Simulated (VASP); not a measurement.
A run of VASP 6.6.1:

INCAR

```
SYSTEM = TaN
  PREC = Accurate
  ENCUT = 600
  EDIFF = 1E-6
  ISMEAR = -1
  SIGMA = 0.05
  LREAL = .False.
  LASPH = .True.
  NELM = 80
  ALGO = Normal
  ISIF = 3
  LWAVE = .False.
  LCHARG = .False.
  GGA = PE
  IBRION = 2
  NSW = 60
  EDIFFG = -0.01
```

KPOINTS

```
Automatic mesh
0
Gamma
  10 10 9
  0 0 0
```

File POSCAR:

```
TaN
1.0
    2.9380011100      0.0000000000      0.0000000000
   -1.4690005500      2.5443836000      0.0000000000
    0.0000000000      0.0000000000      2.8830022100
Ta N
1 1
Direct
    0.3333333333      0.6666666667      0.5000000000
    0.0000000000      0.0000000000      0.0000000000
```

Potentials or basis: VASP PAW PBE potentials, release 64 (Ta_pv, N).

Run with:

```console
$ cat potpaw_PBE.64/Ta_pv/POTCAR potpaw_PBE.64/N/POTCAR > POTCAR
$ mpirun -np 1 vasp_std > vasp.out
```

Hardware: 1 thread of Intel(R) Xeon(R) Platinum 8259CL CPU @ 2.50GHz (Skylake/Cascade Lake) (shared host).

Problem. Estimate the wall time of this run.

Solution. Wall time 26 s on 1 thread of Intel(R) Xeon(R) Platinum 8259CL CPU @ 2.50GHz (Skylake/Cascade Lake) (shared host), peak memory 0.16 GiB. Counts: scf iterations 26, k points 70, ion steps 3.
